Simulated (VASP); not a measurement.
# Na2W (I4/mmm) in VASP: further runs

Na2W is run at these levels: PBE; tasks: single point.

Program: VASP 6.6.1. These are calculated values, not measurements. Logs are shortened: lines on timing, memory, paths and dates and some standing lists are left out, and cuts for length are marked.

## (1) The cell of the first run

It takes space group I4/mmm (No. 139, tetragonal). The conventional cell has a = 3.381 Å, b = 3.381 Å, c = 11.002 Å, α = 90.00°, β = 90.00°, γ = 90.00°. Within 3.9 Å of Na (site symmetry 4mm) lie 5 W at 2.97 to 3.74 Å and 9 Na at 3.10 to 3.52 Å. Within 3.9 Å of W (site symmetry 4/mmm) lie 10 Na at 2.97 to 3.74 Å and 4 W at 3.38 Å.

## (2) Single point, PBE

Input file INCAR:

```
SYSTEM = Na2W
  ALGO = Normal
  EDIFF = 1E-7
  ENCUT = 520
  GGA = PE
  ISIF = 2
  ISMEAR = 0
  LASPH = .True.
  LCHARG = .True.
  LELF = .True.
  LREAL = .False.
  LVHAR = .True.
  LWAVE = .False.
  NBANDS = 21
  NELM = 60
  PREC = Accurate
  SIGMA = 0.1
```

Input file KPOINTS:

```
k-points
0
Gamma
  8 8 8
  0 0 0
```

Input file POSCAR:

```
Na2W
1.0
   -1.6907489460      1.6907489460      5.5012265060
    1.6907489460     -1.6907489460      5.5012265060
    1.6907489460      1.6907489460     -5.5012265060
Na W
2 1
Direct
    0.3400000000      0.3400000000      0.0000000000
    0.6600000000      0.6600000000      0.0000000000
    0.0000000000      0.0000000000      0.0000000000
```

Potentials or basis: VASP PAW PBE potentials, release 64 (Na_pv, W_sv).

Run with:

```sh
> cat potpaw_PBE.64/Na_pv/POTCAR potpaw_PBE.64/W_sv/POTCAR > POTCAR
> mpirun -np 1 vasp_std > vasp.out
```

OUTCAR:

```text
SYSTEM = Na2W
   EDIFF = 1E-7
   ENCUT = 520
   GGA = PE
   ISIF = 2
   ISMEAR = 0
   LASPH = .True.
   LREAL = .False.
   NELM = 60
   PREC = Accurate

 ion  position               nearest neighbor table
   1  0.340  0.340  0.000-   3 2.97   3 2.97   3 2.97   3 2.97
   2  0.660  0.660  0.000-   3 2.97   3 2.97   3 2.97   3 2.97
   3  0.000  0.000  0.000-   2 2.97   2 2.97   2 2.97   1 2.97   2 2.97   1 2.97   1 2.97   1 2.97

  LATTYP: Found a body centered tetragonal cell.
 ALAT       =     3.3814978920
 C/A-ratio  =     3.2537216829

  Lattice vectors:

 A1 = (  -1.6907489460,   1.6907489460,   5.5012265060)
 A2 = (   1.6907489460,  -1.6907489460,   5.5012265060)
 A3 = (   1.6907489460,   1.6907489460,  -5.5012265060)

Analysis of symmetry for initial positions (statically):
=====================================================================
 Subroutine PRICEL returns:
 Original cell was already a primitive cell.

 Routine SETGRP: Setting up the symmetry group for a
 body centered tetragonal supercell.

 Subroutine GETGRP returns: Found 16 space group operations
 (whereof 16 operations were pure point group operations)
 out of a pool of 16 trial point group operations.

The static configuration has the point symmetry D_4h.

Analysis of symmetry for dynamics (positions and initial velocities):
=====================================================================
 Subroutine PRICEL returns:
 Original cell was already a primitive cell.

 Routine SETGRP: Setting up the symmetry group for a
 body centered tetragonal supercell.

 Subroutine GETGRP returns: Found 16 space group operations
 (whereof 16 operations were pure point group operations)
 out of a pool of 16 trial point group operations.

The dynamic configuration has the point symmetry D_4h.

 Subroutine INISYM returns: Found 16 space group operations
 (whereof 16 operations are pure point group operations),
 and found     1 'primitive' translations

----------------------------------------------------------------------------------------

                                     Primitive cell

  volume of cell :      62.9039

  direct lattice vectors                    reciprocal lattice vectors
    -1.690748946  1.690748946  5.501226506     0.000000000  0.295726933  0.090888823
     1.690748946 -1.690748946  5.501226506     0.295726933  0.000000000  0.090888823
     1.690748946  1.690748946 -5.501226506     0.295726933  0.295726933  0.000000000

  length of vectors
     5.998396208  5.998396208  5.998396208     0.309378727  0.309378727  0.418221039

  position of ions in fractional coordinates (direct lattice)
     0.340000000  0.340000000  0.000000000
     0.660000000  0.660000000  0.000000000
     0.000000000  0.000000000  0.000000000

  ion indices of the primitive-cell ions
   primitive index   ion index
                 1           1
                 2           2
                 3           3

----------------------------------------------------------------------------------------

 KPOINTS: k-points

Automatic generation of k-mesh.
 Grid dimensions read from file:
 generate k-points for:    8    8    8

 Generating k-lattice:

  Cartesian coordinates                     Fractional coordinates (reciprocal lattice)
     0.000000000  0.036965867  0.011361103     0.125000000  0.000000000  0.000000000
     0.036965867  0.000000000  0.011361103     0.000000000  0.125000000  0.000000000
     0.036965867  0.036965867  0.000000000     0.000000000  0.000000000  0.125000000

  Length of vectors
     0.038672341  0.038672341  0.052277630

  Shift w.r.t. Gamma in fractional coordinates (k-lattice)
     0.000000000  0.000000000  0.000000000

 Subroutine IBZKPT returns following result:
 ===========================================

 Found     59 irreducible k-points:

 Following reciprocal coordinates:
            Coordinates               Weight
  0.000000  0.000000  0.000000      1.000000
  0.125000 -0.000000  0.000000      8.000000
  0.250000 -0.000000  0.000000      8.000000
  0.375000 -0.000000  0.000000      8.000000
  0.500000 -0.000000  0.000000      4.000000
  0.125000  0.125000  0.000000      8.000000
[... 16 lines left out ...]
  0.250000  0.125000  0.125000     16.000000
  0.375000  0.125000  0.125000      8.000000
 [... further k-points ...]
   k-points           NKPTS =     59   k-points in BZ     NKDIM =     59   number of bands    NBANDS=     21
   number of dos      NEDOS =    301   number of ions     NIONS =      3
   total plane-waves  NPLWV = 110592
   dimension x,y,z NGX =    48 NGY =   48 NGZ =   48
   dimension x,y,z NGXF=    96 NGYF=   96 NGZF=   96
   ions per type =               2   1
   NGX,Y,Z   is equivalent  to a cutoff of  13.30, 13.30, 13.30 a.u.
   NGXF,Y,Z  is equivalent  to a cutoff of  26.61, 26.61, 26.61 a.u.
 SYSTEM =  Na2W
   PREC   = accura    normal or accurate (medium, high low for compatibility)
   ISTART =      0    job   : 0-new  1-cont  2-samecut
   ICHARG =      2    charge: 1-file 2-atom 10-const
   ISPIN  =      1    spin polarized calculation?
   LNONCOLLINEAR =      F non collinear calculations
   LSORBIT =      F    spin-orbit coupling
   LASPH  =      T    aspherical Exc in radial PAW
   ENCUT  =  520.0 eV  38.22 Ry    6.18 a.u.  11.15 11.15 11.15*2*pi/ulx,y,z
   NELM   =     60;   NELMIN=  2; NELMDL= -5     # of ELM steps
   EDIFF  = 0.1E-06   stopping-criterion for ELM
   LREAL  =      F    real-space projection
   EDIFFG = 0.1E-05   stopping-criterion for IOM
   NSW    =      0    number of steps for IOM
   IBRION =     -1    ionic relax: 0-MD 1-quasi-New 2-CG
   NFREE  =      0    steps in history (QN), initial steepest desc. (CG)
   ISIF   =      2    stress and relaxation
   ISYM   =      2    0-nonsym 1-usesym 2-fastsym
   POTIM  = 0.5000    time-step for ionic-motion
   TEBEG  =    0.0;   TEEND  =   0.0 temperature during run
   PSTRESS=    0.0 pullay stress
   NELECT =      28.0000    total number of electrons
   NUPDOWN=      -1.0000    fix difference up-down
   EMIN   =  10.00;   EMAX   =-10.00  energy-range for DOS
   EFERMI =   0.00;   METHOD = LEGACY
   ISMEAR =     0;   SIGMA  =   0.10  broadening in eV -4-tet -1-fermi 0-gaus
   EFERMI_NEDOS =   21; number of points for ismear=-14 and -15
   IALGO  =     38    algorithm
   IMIX   =      4    mixing-type and parameters
     AMIX     =   0.40;   BMIX     =  1.00
     AMIX_MAG =   1.60;   BMIX_MAG =  1.00
  volume/ion in A,a.u.               =      20.97       141.50
  Fermi-wavevector in a.u.,A,eV,Ry     =   1.249976  2.362112 21.258278  1.562439
  Thomas-Fermi vector in A             =   2.383991
   LORBIT       =      0    0 simple, 1 ext, 2 COOP (PROOUT), +10 PAW based schemes
   GGA     = PE    functional components
   LHFCALC =     F    Hartree Fock is set to
   AEXX    =    0.0000 exact exchange contribution
   IVDW    =     0    specifies the selected vdW correction
   LEPSILON=     F    determine dielectric tensor
   LRPA    =     F    only Hartree local field effects (RPA)
 non-spin polarized calculation
 Gauss-broadening in eV      SIGMA  =   0.10
  energy-cutoff  :      520.00
  volume of cell :       62.90
 maximum number of plane-waves:      1711
 NGX is ok and might be reduce to    48
   NGX = 23   NGY = 23   NGZ = 23

 number of electron      27.9999998 magnetization

 Free energy of the ion-electron system (eV)
  ---------------------------------------------------
  ext. energy  EPLUGINS =         0.00000000
  ---------------------------------------------------
  free energy    TOTEN  =       -10.68108216 eV

  energy without entropy =      -10.66341801  energy(sigma->0) =      -10.67225008

 E-fermi :   3.3914     XC(G=0):  -9.5336

 val. band max:        3.3823219095   @ k =   0.1250   0.1250   0.0000
 cond. band min:       3.3936735721   @ k =  -0.2500   0.2500   0.0000
 fundamental gap:      0.0113516626
 Fermi energy:         3.3914267162

 k-point     1 :       0.0000    0.0000    0.0000
  band No.  band energies     occupation
      1     -70.4713      2.00000
      2     -34.6094      2.00000
      3     -34.6094      2.00000
      4     -34.5122      2.00000
      5     -20.0753      2.00000
      6     -20.0254      2.00000
[... 13 lines left out ...]
     20      12.6687      0.00000
     21      12.6687      0.00000

 k-point     2 :       0.1250   -0.0000    0.0000
  band No.  band energies     occupation
      1     -70.4709      2.00000
      2     -34.6242      2.00000
      3     -34.6082      2.00000
      4     -34.5109      2.00000
      5     -20.0729      2.00000
      6     -20.0365      2.00000
[... 13 lines left out ...]
     20      11.4505      0.00000
     21      13.0676      0.00000

 k-point     3 :       0.2500   -0.0000    0.0000
  band No.  band energies     occupation
      1     -70.4698      2.00000
      2     -34.6595      2.00000
      3     -34.6053      2.00000
      4     -34.5078      2.00000
      5     -20.0725      2.00000
      6     -20.0601      2.00000
[... 13 lines left out ...]
     20      10.2260      0.00000
     21      13.8497      0.00000

 k-point     4 :       0.3750   -0.0000    0.0000
  band No.  band energies     occupation
      1     -70.4687      2.00000
      2     -34.6947      2.00000
      3     -34.6024      2.00000
      4     -34.5047      2.00000
      5     -20.0832      2.00000
      6     -20.0815      2.00000
[... 13 lines left out ...]
     20       9.6870      0.00000
     21      13.9986      0.00000

 k-point     5 :       0.5000   -0.0000    0.0000
  band No.  band energies     occupation
      1     -70.4683      2.00000
      2     -34.7092      2.00000
      3     -34.6012      2.00000
      4     -34.5034      2.00000
      5     -20.0907      2.00000
      6     -20.0899      2.00000
[... 13 lines left out ...]
     20       9.7907      0.00000
     21      14.1327      0.00000
[... 382 lines left out ...]
     20       8.7056      0.00000
     21       9.5520      0.00000

 k-point    22 :       0.1250    0.1250    0.1250
  band No.  band energies     occupation
      1     -70.4683      2.00000
      2     -34.6555      2.00000
      3     -34.6546      2.00000
      4     -34.5032      2.00000
      5     -20.0729      2.00000
      6     -20.0592      2.00000
[... 13 lines left out ...]
     20      10.5747      0.00000
     21      10.6103      0.00000

 k-point    23 :       0.2500    0.1250    0.1250
  band No.  band energies     occupation
      1     -70.4672      2.00000
      2     -34.6900      2.00000
      3     -34.6519      2.00000
      4     -34.5000      2.00000
      5     -20.0804      2.00000
      6     -20.0765      2.00000
[... 13 lines left out ...]
     20       9.9764      0.00000
     21      10.9202      0.00000

 k-point    24 :       0.3750    0.1250    0.1250
  band No.  band energies     occupation
      1     -70.4668      2.00000
      2     -34.7044      2.00000
      3     -34.6506      2.00000
      4     -34.4987      2.00000
      5     -20.0858      2.00000
      6     -20.0845      2.00000
[... 13 lines left out ...]
     20      10.3594      0.00000
     21      11.0230      0.00000

 [... further k-points ...]

------------------------ aborting loop because EDIFF is reached ----------------------------------------

  FORCE on cell =-STRESS in cart. coord.  units (eV):
  Direction    XX          YY          ZZ          XY          YZ          ZX
  --------------------------------------------------------------------------------------
  -------------------------------------------------------------------------------------
  Total       -2.0281042     -2.0281042      3.7826485      0.0000000      0.0000000      0.0000000
  in kB      -51.6562736    -51.6562736     96.3449144      0.0000000      0.0000000      0.0000000
  external PRESSURE =      -2.3225443 kB  Pullay stress =       0.0000000 kB

 VOLUME and BASIS-vectors are now :
 -----------------------------------------------------------------------------
  energy-cutoff  :      520.00
  volume of cell :       62.90
      direct lattice vectors                 reciprocal lattice vectors
    -1.690748946  1.690748946  5.501226506     0.000000000  0.295726933  0.090888823
     1.690748946 -1.690748946  5.501226506     0.295726933  0.000000000  0.090888823
     1.690748946  1.690748946 -5.501226506     0.295726933  0.295726933  0.000000000

 POSITION                                       TOTAL-FORCE (eV/Angst)
 -----------------------------------------------------------------------------------
      0.00000      0.00000      3.74083        -0.000000     -0.000000     -0.668085
      0.00000      0.00000      7.26162         0.000000      0.000000      0.668085
      0.00000      0.00000      0.00000         0.000000      0.000000      0.000000
 -----------------------------------------------------------------------------------
    total drift:                                0.000000      0.000000     -0.000000

  FREE ENERGIE OF THE ION-ELECTRON SYSTEM (eV)
  ---------------------------------------------------
  free  energy   TOTEN  =       -10.6810821561 eV

  energy  without entropy=      -10.6634180103  energy(sigma->0) =      -10.67225008
```

Wall time 74 s (1 thread of Intel Xeon 6975P-C (Granite Rapids), shared host); peak memory 0.33 GiB.

What came out:

```
Free energy            : -10.6811 eV
Pressure               : -0.2 GPa
Largest force          : 0.668 eV/Å
Band gap on the k mesh : zero (band 14 reaches 4.20 eV, above the bottom of band 15 at 3.35 eV)
```

Forces on the atoms (eV/Å):
```
Na   0.000  0.000 -0.668
Na   0.000  0.000  0.668
W    0.000  0.000  0.000
```

Stress tensor (GPa, compression positive):
```
-5.17  0.00  0.00
 0.00 -5.17  0.00
 0.00  0.00  9.63
```

Caveat: spin-orbit coupling is left out, which moves the levels of the heavy elements.

## (3) Single point, PBE

This run uses another cell than the first one, of 21.46 Å³/atom, 1.024 times its volume.

Input file INCAR:

```
PREC = Accurate ; ENCUT = 520
EDIFF = 1E-6 ; ISMEAR = 0
SIGMA = 0.1 ; LREAL = False
LASPH = True ; NELM = 100
ALGO = Fast ; ISIF = 2
LWAVE = False ; LCHARG = False
GGA = PE ; NBANDS = 21
```

Input file KPOINTS:

```
Automatic mesh
0
Gamma
  8 8 8
```

Input file POSCAR:

```
Na2W
1.0
   -1.3568583457      1.3568583457      8.7428438937
    1.3568583457     -1.3568583457      8.7428438937
    1.3568583457      1.3568583457     -8.7428438937
Na W
2 1
Direct
    0.3467775932      0.3467775932      0.0000000000
    0.6532224068      0.6532224068      0.0000000000
    0.0000000000      0.0000000000      0.0000000000
```

Potentials or basis: VASP PAW PBE potentials, release 64 (Na_pv, W_sv).

Run with:

```sh
> cat potpaw_PBE.64/Na_pv/POTCAR potpaw_PBE.64/W_sv/POTCAR > POTCAR
> mpirun -np 1 vasp_std > vasp.out
```

Run time: 6.2 min. Hardware: 1 thread of Intel Xeon 6975P-C (Granite Rapids), shared host; peak memory 0.74 GiB.

Results (log left out):

| Property | Result |
| --- | --- |
| Free energy | -12.8141 eV |
| Pressure | 0.1 GPa |
| Band gap on the k mesh | zero (band 14 reaches 4.72 eV, above the bottom of band 15 at 2.46 eV) |

Levels at points of the mesh, in eV from the Fermi level:
| k point | band 10 | band 11 | band 12 | band 13 | band 14 | band 15 | band 16 | band 17 | band 18 | band 19 |
| --- | --- | --- | --- | --- | --- | --- | --- | --- | --- | --- |
| (0.00, 0.00, 0.00) | -24.53 | -6.48 | -3.45 | -3.09 | -2.39 | -1.34 | 2.71 | 2.71 | 3.12 | 4.71 |
| (0.50, 0.00, 0.00) | -24.50 | -3.21 | -2.68 | -0.73 | 0.52 | 1.31 | 1.56 | 2.17 | 3.28 | 3.45 |
| (0.50, 0.50, 0.00) | -24.49 | -3.92 | -1.19 | -1.19 | 0.92 | 4.97 | 5.22 | 5.38 | 6.13 | 6.45 |
| (0.50, 0.50, 0.50) | -24.53 | -6.45 | -3.63 | -3.09 | -2.63 | -0.39 | 1.83 | 2.71 | 2.71 | 4.71 |

Caveat: the k points lie up to 0.41 Å⁻¹ apart; spin-orbit coupling is left out, which moves the levels of the heavy elements.
